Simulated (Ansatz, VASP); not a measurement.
Two plane-wave programs on GaAs4

The input INCAR:

```
SYSTEM = GaAs4
PREC = Accurate
ENCUT = 600
EDIFF = 1E-6
ISMEAR = 0
SIGMA = 0.1
LREAL = .False.
LASPH = .True.
NELM = 100
ALGO = Normal
ISIF = 3
LWAVE = .False.
LCHARG = .False.
GGA = PE
IBRION = 2
NSW = 100
EDIFFG = -0.01
```

File KPOINTS:

```
Automatic mesh
0
Gamma
  12 12 8
  0 0 0
```

Contents of POSCAR:

```
GaAs4
1.0
    5.5862005946      0.0000000000      0.0000000000
   -2.7931002973      4.8377916255      0.0000000000
    0.0000000000      0.0000000000      5.3065303882
Ga As
1 4
Direct
    0.0000000000      0.0000000000      0.0000000000
    0.5000000000      0.0000000000      0.5000000000
    0.0000000000      0.5000000000      0.5000000000
    0.5000000000      0.5000000000      0.5000000000
    0.0000000000      0.0000000000      0.5000000000
```

Input for Ansatz:

```yaml
crystal:
  lattice:
    - [5.5862005946, 0.0, 0.0]
    - [-2.7931002973, 4.8377916255, 0.0]
    - [0.0, 0.0, 5.3065303882]
  atoms:
    - { symbol: Ga, position: [0.0, 0.0, 0.0] }
    - { symbol: As, position: [0.5, 0.0, 0.5] }
    - { symbol: As, position: [0.0, 0.5, 0.5] }
    - { symbol: As, position: [0.5, 0.5, 0.5] }
    - { symbol: As, position: [0.0, 0.0, 0.5] }
basis:
  ecutwfc: 420
kpoints:
  mp_grid: { grid: [12, 12, 8] }
hamiltonian:
  xc: pbe
scf:
  occupations: { method: gaussian, width: 0.1 }
output:
  forces: true
  stress: true
  eigenvalues: true
  write_density: true
  write_potential: true
  elf: true
  volumetric_format: npy
relax:
  adjacent_minimum: "off"
  f_tol: 0.01
  max_steps: 80
  cell: { stress_tol: 0.05 }
```

Alike in both runs: task relaxation of cell and atoms; functional PBE; k mesh 12 × 12 × 8; occupations gaussian, width 0.1 eV; no spin polarisation.

```csv
,VASP,Ansatz
version,VASP 6.6.1,Ansatz 0.2.0
potentials or method,"VASP PAW PBE potentials, release 64 (Ga_d, As), cutoff 600 eV","scalar-relativistic, plane waves, PAW"
valence electrons in the cell,33,73
```

|  | VASP | Ansatz | Ansatz less VASP |
| --- | --- | --- | --- |
| gap on the k mesh at the Fermi level, each at its own relaxed structure (eV) | none | none | - |
| relaxed volume (Å³/atom) | 28.19 | 28.13 | -0.053 |
| relaxed length of the cell vector where the two differ most in proportion (Å) | 5.161 | 5.155 | -0.0057 |

A gap of «none» marks a metal or a gap that the smearing closes. VASP's potentials hold 33 valence electrons a cell and Ansatz's 73, so a difference there can come from the potentials and not from the codes.
